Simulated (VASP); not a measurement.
# PbO (Litharge) (P4/nmm) in VASP: settings compared

Aim: see how the results for PbO (Litharge) move with the level of theory and the settings. Levels: r2SCAN+rVV10, r2SCAN, PBE+D3(BJ), PBE. Tasks: single point, relaxation of cell and atoms.

Program: VASP 6.6.1. These are calculated values, not measurements. Logs are shortened: lines on timing, memory, paths and dates and some standing lists are left out, and cuts for length are marked.

## (1) The cell of the first run

The structure is tetragonal, space group P4/nmm (No. 129). Conventional cell: a = 3.980 Å, b = 3.980 Å, c = 5.001 Å, α = 90.00°, β = 90.00°, γ = 90.00°. Pb (site symmetry 4mm) has 4 O at 2.32 Å within 3.1 Å. O (site symmetry -4m2) has 4 Pb at 2.32 Å and 4 O at 2.81 Å within 3.1 Å.

## (2) Single point, r2SCAN+rVV10

Contents of POSCAR:

```
PbO
1.0
    3.9804038992      0.0000000000      0.0000000000
    0.0000000000      3.9804038992      0.0000000000
    0.0000000000      0.0000000000      5.0009130541
Pb O
2 2
Direct
    0.0000000000      0.5000000000      0.2366325577
    0.5000000000      0.0000000000      0.7633674423
    0.0000000000      0.0000000000      0.0000000000
    0.5000000000      0.5000000000      0.0000000000
```

Contents of INCAR.step1:

```
ALGO = Normal ; EDIFF = 1E-4
ENCUT = 520 ; GGA = PE
ISMEAR = -1 ; LASPH = T
LCHARG = F ; LREAL = F
LWAVE = T ; NBANDS = 28
NELM = 60 ; PREC = Accurate
SIGMA = 0.02
```

Contents of INCAR.step2:

```
ALGO = Normal ; BPARAM = 11.95
CPARAM = 0.0093 ; EDIFF = 1E-6
ENCUT = 520 ; ISIF = 2
ISMEAR = -1 ; ISTART = 1
IVDW_NL = 2 ; LASPH = T
LCHARG = F ; LMIXTAU = T
LREAL = F ; LUSE_VDW = T
LWAVE = F ; METAGGA = R2SCAN
NBANDS = 28 ; NELM = 60
PREC = Accurate ; SIGMA = 0.02
```

Contents of KPOINTS:

```
k-points
0
Gamma
  6 6 6
```

Potentials or basis: VASP PAW PBE potentials, release 64 (Pb_d, O).

Run with:

```sh
> cat potpaw_PBE.64/Pb_d/POTCAR potpaw_PBE.64/O/POTCAR > POTCAR
> cp INCAR.step1 INCAR
> mpirun -np 1 vasp_std > vasp.out
> cp INCAR.step2 INCAR
> mpirun -np 1 vasp_std > vasp.out
```

OUTCAR:

```text
BPARAM = 11.95
   EDIFF = 1E-6
   ENCUT = 520
   ISIF = 2
   ISMEAR = -1
   ISTART = 1
   IVDW_NL = 2
   LASPH = T
   LREAL = F
   METAGGA = R2SCAN
   NELM = 60
   PREC = Accurate

 ion  position               nearest neighbor table
   1  0.000  0.500  0.237-   3 2.32   4 2.32   3 2.32   4 2.32   2 3.68   2 3.68   2 3.68   2 3.68
                             2 3.85   2 3.85   2 3.85   2 3.85
   2  0.500  0.000  0.763-   3 2.32   4 2.32   4 2.32   3 2.32   1 3.68   1 3.68   1 3.68   1 3.68
                             1 3.85   1 3.85   1 3.85   1 3.85
   3  0.000  0.000  0.000-   1 2.32   2 2.32   1 2.32   2 2.32
   4  0.500  0.500  0.000-   1 2.32   2 2.32   2 2.32   1 2.32

  LATTYP: Found a simple tetragonal cell.
 ALAT       =     3.9804038992
 C/A-ratio  =     1.2563833171

  Lattice vectors:

 A1 = (   3.9804038992,   0.0000000000,   0.0000000000)
 A2 = (   0.0000000000,   3.9804038992,   0.0000000000)
 A3 = (   0.0000000000,   0.0000000000,   5.0009130541)

Analysis of symmetry for initial positions (statically):
=====================================================================
 Subroutine PRICEL returns:
 Original cell was already a primitive cell.

 Routine SETGRP: Setting up the symmetry group for a
 simple tetragonal supercell.

 Subroutine GETGRP returns: Found 16 space group operations
 (whereof  8 operations were pure point group operations)
 out of a pool of 16 trial point group operations.

The static configuration has the point symmetry D_2d.
 The point group associated with its full space group is D_4h.

Analysis of symmetry for dynamics (positions and initial velocities):
=====================================================================
 Subroutine PRICEL returns:
 Original cell was already a primitive cell.

 Routine SETGRP: Setting up the symmetry group for a
 simple tetragonal supercell.

 Subroutine GETGRP returns: Found 16 space group operations
 (whereof  8 operations were pure point group operations)
 out of a pool of 16 trial point group operations.

The dynamic configuration has the point symmetry D_2d.
 The point group associated with its full space group is D_4h.

 Subroutine INISYM returns: Found 16 space group operations
 (whereof  8 operations are pure point group operations),
 and found     1 'primitive' translations

----------------------------------------------------------------------------------------

                                     Primitive cell

  volume of cell :      79.2325

  direct lattice vectors                    reciprocal lattice vectors
     3.980403899  0.000000000  0.000000000     0.251230786  0.000000000  0.000000000
     0.000000000  3.980403899  0.000000000     0.000000000  0.251230786  0.000000000
     0.000000000  0.000000000  5.000913054     0.000000000  0.000000000  0.199963485

  length of vectors
     3.980403899  3.980403899  5.000913054     0.251230786  0.251230786  0.199963485

  position of ions in fractional coordinates (direct lattice)
     0.000000000  0.500000000  0.236632558
     0.500000000  0.000000000  0.763367442
     0.000000000  0.000000000  0.000000000
     0.500000000  0.500000000  0.000000000

  ion indices of the primitive-cell ions
   primitive index   ion index
                 1           1
                 2           2
                 3           3
                 4           4

----------------------------------------------------------------------------------------

 KPOINTS: k-points

Automatic generation of k-mesh.
 Grid dimensions read from file:
 generate k-points for:    6    6    6

 Generating k-lattice:

  Cartesian coordinates                     Fractional coordinates (reciprocal lattice)
     0.041871798  0.000000000  0.000000000     0.166666667  0.000000000  0.000000000
     0.000000000  0.041871798  0.000000000     0.000000000  0.166666667  0.000000000
     0.000000000  0.000000000  0.033327247     0.000000000  0.000000000  0.166666667

  Length of vectors
     0.041871798  0.041871798  0.033327247

  Shift w.r.t. Gamma in fractional coordinates (k-lattice)
     0.000000000  0.000000000  0.000000000

 Subroutine IBZKPT returns following result:
 ===========================================

 Found     40 irreducible k-points:

 Following reciprocal coordinates:
            Coordinates               Weight
  0.000000  0.000000  0.000000      1.000000
  0.166667  0.000000  0.000000      4.000000
  0.333333  0.000000  0.000000      4.000000
  0.500000  0.000000  0.000000      2.000000
  0.166667  0.166667  0.000000      4.000000
  0.333333  0.166667  0.000000      8.000000
[... 16 lines left out ...]
  0.333333  0.000000  0.333333      8.000000
  0.500000  0.000000  0.333333      4.000000
 [... further k-points ...]
   k-points           NKPTS =     40   k-points in BZ     NKDIM =     40   number of bands    NBANDS=     28
   number of dos      NEDOS =    301   number of ions     NIONS =      4
   total plane-waves  NPLWV =  36000
   dimension x,y,z NGX =    30 NGY =   30 NGZ =   40
   dimension x,y,z NGXF=    60 NGYF=   60 NGZF=   80
   ions per type =               2   2
   NGX,Y,Z   is equivalent  to a cutoff of  12.53, 12.53, 13.30 a.u.
   NGXF,Y,Z  is equivalent  to a cutoff of  25.06, 25.06, 26.59 a.u.
 SYSTEM =  unknown system
   PREC   = accura    normal or accurate (medium, high low for compatibility)
   ISTART =      1    job   : 0-new  1-cont  2-samecut
   ICHARG =      0    charge: 1-file 2-atom 10-const
   ISPIN  =      1    spin polarized calculation?
   LNONCOLLINEAR =      F non collinear calculations
   LSORBIT =      F    spin-orbit coupling
   LASPH  =      T    aspherical Exc in radial PAW
   ENCUT  =  520.0 eV  38.22 Ry    6.18 a.u.   7.40  7.40  9.30*2*pi/ulx,y,z
   NELM   =     60;   NELMIN=  2; NELMDL=  0     # of ELM steps
   EDIFF  = 0.1E-05   stopping-criterion for ELM
   LREAL  =      F    real-space projection
   EDIFFG = 0.1E-04   stopping-criterion for IOM
   NSW    =      0    number of steps for IOM
   IBRION =     -1    ionic relax: 0-MD 1-quasi-New 2-CG
   NFREE  =      0    steps in history (QN), initial steepest desc. (CG)
   ISIF   =      2    stress and relaxation
   ISYM   =      2    0-nonsym 1-usesym 2-fastsym
   POTIM  = 0.5000    time-step for ionic-motion
   TEBEG  =    0.0;   TEEND  =   0.0 temperature during run
   PSTRESS=    0.0 pullay stress
   NELECT =      40.0000    total number of electrons
   NUPDOWN=      -1.0000    fix difference up-down
   EMIN   =  10.00;   EMAX   =-10.00  energy-range for DOS
   EFERMI =   0.00;   METHOD = LEGACY
   ISMEAR =    -1;   SIGMA  =   0.02  broadening in eV -4-tet -1-fermi 0-gaus
   EFERMI_NEDOS =   21; number of points for ismear=-14 and -15
   IALGO  =     38    algorithm
   IMIX   =      4    mixing-type and parameters
     AMIX     =   0.40;   BMIX     =  1.00
     AMIX_MAG =   1.60;   BMIX_MAG =  1.00
  volume/ion in A,a.u.               =      19.81       133.67
  Fermi-wavevector in a.u.,A,eV,Ry     =   1.303548  2.463348 23.119522  1.699237
  Thomas-Fermi vector in A             =   2.434543
   LORBIT       =      0    0 simple, 1 ext, 2 COOP (PROOUT), +10 PAW based schemes
   METAGGA = R2SCAN    functional components
   LHFCALC =     F    Hartree Fock is set to
   AEXX    =    0.0000 exact exchange contribution
   IVDW_NL    =     2    kernel type
   BPARAM     =11.9500
   IVDW    =     0    specifies the selected vdW correction
   LEPSILON=     F    determine dielectric tensor
   LRPA    =     F    only Hartree local field effects (RPA)
 non-spin polarized calculation
  energy-cutoff  :      520.00
  volume of cell :       79.23
 maximum number of plane-waves:      2178
 NGX is ok and might be reduce to    30
   NGX = 15   NGY = 15   NGZ = 19

 number of electron      39.9999997 magnetization

 Free energy of the ion-electron system (eV)
  ---------------------------------------------------
  ext. energy  EPLUGINS =         0.00000000
  ---------------------------------------------------
  free energy    TOTEN  =      -128.36960764 eV

  energy without entropy =     -128.36960764  energy(sigma->0) =     -128.36960764

 E-fermi :   5.3803     XC(G=0): -10.5422

 val. band max:        4.9146958364   @ k =   0.0000   0.0000   0.0000
 cond. band min:       6.4080569555   @ k =   0.5000   0.5000   0.0000
 fundamental gap:      1.4933611191
 Fermi energy:         5.3802775517

 k-point     1 :       0.0000    0.0000    0.0000
  band No.  band energies     occupation
      1     -14.5608      2.00000
      2     -13.9227      2.00000
      3     -11.6115      2.00000
      4     -11.6115      2.00000
      5     -11.5405      2.00000
      6     -11.5344      2.00000
[... 20 lines left out ...]
     27      12.7629      0.00000
     28      13.5186      0.00000

 k-point     2 :       0.1667    0.0000    0.0000
  band No.  band energies     occupation
      1     -14.4968      2.00000
      2     -13.9474      2.00000
      3     -11.5976      2.00000
      4     -11.5950      2.00000
      5     -11.5204      2.00000
      6     -11.5178      2.00000
[... 20 lines left out ...]
     27      13.1105      0.00000
     28      15.1401      0.00000

 k-point     3 :       0.3333    0.0000    0.0000
  band No.  band energies     occupation
      1     -14.3409      2.00000
      2     -14.0283      2.00000
      3     -11.5612      2.00000
      4     -11.5526      2.00000
      5     -11.4897      2.00000
      6     -11.4785      2.00000
[... 20 lines left out ...]
     27      13.5777      0.00000
     28      16.1621      0.00000

 k-point     4 :       0.5000    0.0000    0.0000
  band No.  band energies     occupation
      1     -14.1668      2.00000
      2     -14.1668      2.00000
      3     -11.5161      2.00000
      4     -11.5161      2.00000
      5     -11.5081      2.00000
      6     -11.5081      2.00000
[... 578 lines left out ...]
     27      14.0638      0.00000
     28      15.2440      0.00000

 k-point    23 :       0.3333    0.0000    0.3333
  band No.  band energies     occupation
      1     -14.3407      2.00000
      2     -14.0292      2.00000
      3     -11.5766      2.00000
      4     -11.5288      2.00000
      5     -11.5239      2.00000
      6     -11.4959      2.00000
[... 20 lines left out ...]
     27      14.4476      0.00000
     28      16.1329      0.00000

 k-point    24 :       0.5000    0.0000    0.3333
  band No.  band energies     occupation
      1     -14.1721      2.00000
      2     -14.1721      2.00000
      3     -11.5621      2.00000
      4     -11.5621      2.00000
      5     -11.5016      2.00000
      6     -11.5016      2.00000
[... 20 lines left out ...]
     27      15.0940      0.00000
     28      15.0940      0.00000

 [... further k-points ...]

------------------------ aborting loop because EDIFF is reached ----------------------------------------

  FORCE on cell =-STRESS in cart. coord.  units (eV):
  Direction    XX          YY          ZZ          XY          YZ          ZX
  --------------------------------------------------------------------------------------
  -------------------------------------------------------------------------------------
  Total        0.3460796      0.3460796      0.2840719      0.0000000      0.0000000      0.0000000
  in kB        6.9981457      6.9981457      5.7442754      0.0000000      0.0000000      0.0000000
  external PRESSURE =       6.5801890 kB  Pullay stress =       0.0000000 kB

 VOLUME and BASIS-vectors are now :
 -----------------------------------------------------------------------------
  energy-cutoff  :      520.00
  volume of cell :       79.23
      direct lattice vectors                 reciprocal lattice vectors
     3.980403899  0.000000000  0.000000000     0.251230786  0.000000000  0.000000000
     0.000000000  3.980403899  0.000000000     0.000000000  0.251230786  0.000000000
     0.000000000  0.000000000  5.000913054     0.000000000  0.000000000  0.199963485

 POSITION                                       TOTAL-FORCE (eV/Angst)
 -----------------------------------------------------------------------------------
      0.00000      1.99020      1.18338        -0.000000      0.000000      0.123133
      1.99020      0.00000      3.81753         0.000000      0.000000     -0.123133
      0.00000      0.00000      0.00000         0.000000      0.000000      0.000000
      1.99020      1.99020      0.00000         0.000000     -0.000000      0.000000
 -----------------------------------------------------------------------------------
    total drift:                                0.000000      0.000000      0.000000

  FREE ENERGIE OF THE ION-ELECTRON SYSTEM (eV)
  ---------------------------------------------------
  free  energy   TOTEN  =      -128.3696076370 eV

  energy  without entropy=     -128.3696076370  energy(sigma->0) =     -128.36960764
```

Run time: 2.7 min. Hardware: 1 thread of Intel Xeon 6975P-C (Granite Rapids), shared host; peak memory 0.37 GiB.

Results:

```yaml
Free_energy: -128.3696 eV
Pressure: 0.7 GPa
Largest_force: 0.123 eV/Å
Band_gap_on_the_k_mesh: 1.49 eV, indirect (least direct gap 2.65 eV)
```

Forces on the atoms (eV/Å):
```
Pb   0.000  0.000  0.123
Pb   0.000  0.000 -0.123
O    0.000  0.000  0.000
O    0.000  0.000  0.000
```

Stress tensor (GPa, compression positive):
```
0.70 0.00 0.00
0.00 0.70 0.00
0.00 0.00 0.57
```

Levels at points of the mesh, in eV from the valence-band top:
| k point | band 18 | band 19 | band 20 | band 21 | band 22 | band 23 |
| --- | --- | --- | --- | --- | --- | --- |
| (0.00, 0.00, 0.00) | -1.80 | -1.80 | 0.00 | 2.78 | 5.85 | 6.03 |
| (0.50, 0.00, 0.00) | -3.16 | -1.73 | -1.73 | 3.75 | 3.75 | 7.04 |
| (0.50, 0.50, 0.00) | -1.73 | -1.16 | -1.16 | 1.49 | 1.49 | 5.65 |
| (0.00, 0.00, 0.50) | -1.83 | -1.83 | -1.00 | 2.28 | 4.36 | 4.36 |
| (0.50, 0.00, 0.50) | -3.13 | -1.06 | -1.06 | 3.38 | 3.38 | 6.75 |
| (0.50, 0.50, 0.50) | -2.34 | -1.16 | -1.16 | 3.78 | 3.78 | 5.21 |

Caveat: the PAW data sets were made with another functional, which shifts forces and pressure a little; spin-orbit coupling is left out, which moves the levels of the heavy elements. r2SCAN opens gaps a little over a GGA but as a rule still falls short of measured ones.

## (3) Single point, r2SCAN

POSCAR is that of step 2.

Contents of INCAR.step1:

```
SYSTEM = PbO
ALGO = Normal
EDIFF = 1E-4
ENCUT = 520
GGA = PE
ISMEAR = 0
LASPH = .TRUE.
LCHARG = .FALSE.
LREAL = .FALSE.
LWAVE = .TRUE.
NBANDS = 28
NELM = 80
PREC = Accurate
SIGMA = 0.01
```

Contents of INCAR.step2:

```
SYSTEM = PbO
ALGO = Normal
EDIFF = 1E-6
ENCUT = 520
ISIF = 2
ISMEAR = 0
ISTART = 1
LASPH = .TRUE.
LCHARG = .FALSE.
LMIXTAU = .TRUE.
LREAL = .FALSE.
LWAVE = .FALSE.
METAGGA = R2SCAN
NBANDS = 28
NELM = 80
PREC = Accurate
SIGMA = 0.01
```

Contents of KPOINTS:

```
k-points
0
G
  6 6 6
  0 0 0
```

Potentials or basis: VASP PAW PBE potentials, release 64 (Pb_d, O).

Run with:

```sh
> cat potpaw_PBE.64/Pb_d/POTCAR potpaw_PBE.64/O/POTCAR > POTCAR
> cp INCAR.step1 INCAR
> mpirun -np 1 vasp_std > vasp.out
> cp INCAR.step2 INCAR
> mpirun -np 1 vasp_std > vasp.out
```

OUTCAR:

```text
SYSTEM = PbO
   EDIFF = 1E-6
   ENCUT = 520
   ISIF = 2
   ISMEAR = 0
   ISTART = 1
   LASPH = .TRUE.
   LREAL = .FALSE.
   METAGGA = R2SCAN
   NELM = 80
   PREC = Accurate

 ion  position               nearest neighbor table
   1  0.000  0.500  0.237-   3 2.32   4 2.32   3 2.32   4 2.32   2 3.68   2 3.68   2 3.68   2 3.68
                             2 3.85   2 3.85   2 3.85   2 3.85
   2  0.500  0.000  0.763-   3 2.32   4 2.32   4 2.32   3 2.32   1 3.68   1 3.68   1 3.68   1 3.68
                             1 3.85   1 3.85   1 3.85   1 3.85
[... 950 lines left out ...]
  Direction    XX          YY          ZZ          XY          YZ          ZX
  --------------------------------------------------------------------------------------
  -------------------------------------------------------------------------------------
  Total        0.8687054      0.8687054      0.7987263      0.0000000     -0.0000000      0.0000000
  in kB       17.5662694     17.5662694     16.1512073      0.0000000     -0.0000000      0.0000000
  external PRESSURE =      17.0945820 kB  Pullay stress =       0.0000000 kB

 VOLUME and BASIS-vectors are now :
 -----------------------------------------------------------------------------
  energy-cutoff  :      520.00
  volume of cell :       79.23
      direct lattice vectors                 reciprocal lattice vectors
     3.980403899  0.000000000  0.000000000     0.251230786  0.000000000  0.000000000
     0.000000000  3.980403899  0.000000000     0.000000000  0.251230786  0.000000000
     0.000000000  0.000000000  5.000913054     0.000000000  0.000000000  0.199963485

 POSITION                                       TOTAL-FORCE (eV/Angst)
 -----------------------------------------------------------------------------------
      0.00000      1.99020      1.18338        -0.000000      0.000000      0.095251
      1.99020      0.00000      3.81753         0.000000     -0.000000     -0.095251
      0.00000      0.00000      0.00000         0.000000      0.000000      0.000000
      1.99020      1.99020      0.00000         0.000000     -0.000000      0.000000
 -----------------------------------------------------------------------------------
    total drift:                                0.000000      0.000000      0.000000

  FREE ENERGIE OF THE ION-ELECTRON SYSTEM (eV)
  ---------------------------------------------------
  free  energy   TOTEN  =      -129.5003096234 eV

  energy  without entropy=     -129.5003096234  energy(sigma->0) =     -129.50030962
```

OSZICAR.step1:

```text
N       E                     dE             d eps       ncg     rms          rms(c)
DAV:   1     0.466817461044E+03    0.46682E+03   -0.19572E+04  2240   0.170E+03
DAV:   2     0.375277560129E+02   -0.42929E+03   -0.41153E+03  2288   0.455E+02
DAV:   3    -0.230592220781E+02   -0.60587E+02   -0.58994E+02  2792   0.183E+02
DAV:   4    -0.259545350351E+02   -0.28953E+01   -0.28831E+01  2608   0.416E+01
DAV:   5    -0.260411401221E+02   -0.86605E-01   -0.86597E-01  2608   0.774E+00    0.124E+01
DAV:   6    -0.215913331821E+02    0.44498E+01   -0.24006E+01  3280   0.395E+01    0.530E+00
DAV:   7    -0.214444678359E+02    0.14687E+00   -0.28093E+00  2744   0.119E+01    0.248E+00
DAV:   8    -0.214259344708E+02    0.18533E-01   -0.49493E-01  2432   0.467E+00    0.807E-01
DAV:   9    -0.214155535875E+02    0.10381E-01   -0.58567E-02  3636   0.199E+00    0.258E-01
DAV:  10    -0.214169413677E+02   -0.13878E-02   -0.11556E-02  2588   0.745E-01    0.967E-02
DAV:  11    -0.214167195403E+02    0.22183E-03   -0.21699E-03  3052   0.384E-01    0.602E-02
DAV:  12    -0.214166945642E+02    0.24976E-04   -0.28856E-04  2120   0.161E-01
   1 F= -.21416695E+02 E0= -.21416695E+02  d E =-.114354E-57
```

Run time: 2.5 min. Hardware: 1 thread of Intel Xeon 6975P-C (Granite Rapids), shared host; peak memory 0.23 GiB.

Results:

| Property | Result |
| --- | --- |
| Free energy | -129.5003 eV |
| Pressure | 1.7 GPa |
| Largest force | 0.095 eV/Å |
| Band gap on the k mesh | 1.54 eV, indirect (least direct gap 2.69 eV) |

Forces on the atoms (eV/Å):
```
Pb   0.000  0.000  0.095
Pb   0.000  0.000 -0.095
O    0.000  0.000  0.000
O    0.000  0.000  0.000
```

Caveat: the PAW data sets were made with another functional, which shifts forces and pressure a little; spin-orbit coupling is left out, which moves the levels of the heavy elements.

[end of part 1 of 2]
